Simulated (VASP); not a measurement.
Write the native input for VASP 6.6.1 that does the following.

```yaml
Task: single point
Functional: PBE
Potentials_or_basis: VASP PAW PBE potentials, release 64 (Eu, Mo_sv, N)
Cutoff: 520 eV
k_mesh: 6 × 6 × 2
Occupations: gaussian, width 0.1 eV
Spin: collinear spin, ferromagnetic start
Starting_moments: "[7.0, 1.0, 0.0, 0.0] μB"
Dipole_correction: no
Further_INCAR_settings: ALGO = Normal; EDIFF = 1e-07; NBANDS = 32
```

The structure of EuMoN2 lies in POSCAR:

```
EuMoN2
1.0
    1.7969504068     -2.7775656194      0.0000000000
    1.7969504068      2.7775656194      0.0000000000
    0.0000000000      0.0000000000      7.9721188269
Eu Mo N
1 1 2
Direct
    0.5000000000      0.5000000000      0.5000000000
    0.5000000000      0.5000000000      0.0000000000
    0.5000000000      0.5000000000      0.2290757555
    0.5000000000      0.5000000000      0.7709242445
```

The cell was built from a structure type or drawn by symmetry, and may not be a known phase.

One way to write it, as run:

INCAR

```
  ALGO = Normal
  EDIFF = 1E-7
  ENCUT = 520
  GGA = PE
  ISIF = 2
  ISMEAR = 0
  ISPIN = 2
  LASPH = T
  LCHARG = F
  LMAXMIX = 6
  LORBIT = 11
  LREAL = F
  LWAVE = F
  MAGMOM = 7 1 0 0
  NBANDS = 32
  NELM = 150
  PREC = Accurate
  SIGMA = 0.1
```

KPOINTS

```
k-points
0
Gamma
  6 6 2
```

Potentials or basis: VASP PAW PBE potentials, release 64 (Eu, Mo_sv, N).

Command:

```bash
$ cat potpaw_PBE.64/Eu/POTCAR potpaw_PBE.64/Mo_sv/POTCAR potpaw_PBE.64/N/POTCAR > POTCAR
$ mpirun -np 1 vasp_std > vasp.out
```

It gave:

```json
{"Pressure": "0.1 GPa", "Largest force": "0.005 eV/Å", "Net moment": "7.18 μB per cell", "Site moments": "Eu +6.64; Mo +0.08; N -0.10 μB", "Valence electrons inside the program's atomic spheres": "Eu 14.96; Mo 12.41; N 3.64"}
```

Caveat: the k points lie up to 0.39 Å⁻¹ apart; a cell with one magnetic atom can't hold antiferromagnetic order, which such compounds often take.

Wall time 13 min on 1 thread of AMD EPYC 7R13 Processor (Zen 3), on a shared host, peak memory 0.3 GiB.
